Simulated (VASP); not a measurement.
Here is a VASP 6.6.1 calculation.

File INCAR:

```
SYSTEM = Te
  ALGO = Normal
  EDIFF = 1E-6
  EDIFFG = -0.008
  ENCUT = 600
  GGA = PE
  IBRION = 2
  ISIF = 3
  ISMEAR = 0
  LASPH = .TRUE.
  LCHARG = .FALSE.
  LREAL = .FALSE.
  LWAVE = .FALSE.
  NELM = 100
  NSW = 70
  PREC = Accurate
  PSTRESS = 150.0
  SIGMA = 0.1
```

Contents of KPOINTS:

```
k-points
0
G
  12 12 8
  0 0 0
```

Contents of POSCAR:

```
Te
1.0
    3.9754643902      0.0000000000      0.0000000000
   -1.9877321951      3.4428531537      0.0000000000
    0.0000000000      0.0000000000      5.8227494125
Te
3
Direct
    0.6975906576      0.0000000000      0.3333333333
    0.0000000000      0.6975906576      0.6666666667
    0.3024093424      0.3024093424      0.0000000000
```

Potentials or basis: VASP PAW PBE potentials, release 64 (Te).

Run with:

```bash
$ cat potpaw_PBE.64/Te/POTCAR > POTCAR
$ mpirun -np 1 vasp_std > vasp.out
```

Question: Estimate the band gap on the k mesh.

Answer: Zero (bands 9 and 10 overlap by 2.77 eV).

Question: What does it give for the relaxed volume?

Answer: 25.26 Å³/atom.

Question: What does it give for the space group after relaxing (to 0.1 Å)?

Answer: R-3m (No. 166).

Final structure:
```
CELL_PARAMETERS angstrom
3.68307 0.00000 0.00000
-1.84154 3.18963 0.00000
0.00000 0.00000 6.45142
ATOMIC_POSITIONS crystal
Te 0.66626 0.00000 0.33333
Te 0.00000 0.66626 0.66667
Te 0.33374 0.33375 0.00000
```

Caveat: the cell is relaxed towards a set pressure, so the run minimises the enthalpy, not the energy; spin-orbit coupling is left out, which moves the levels of the heavy elements.
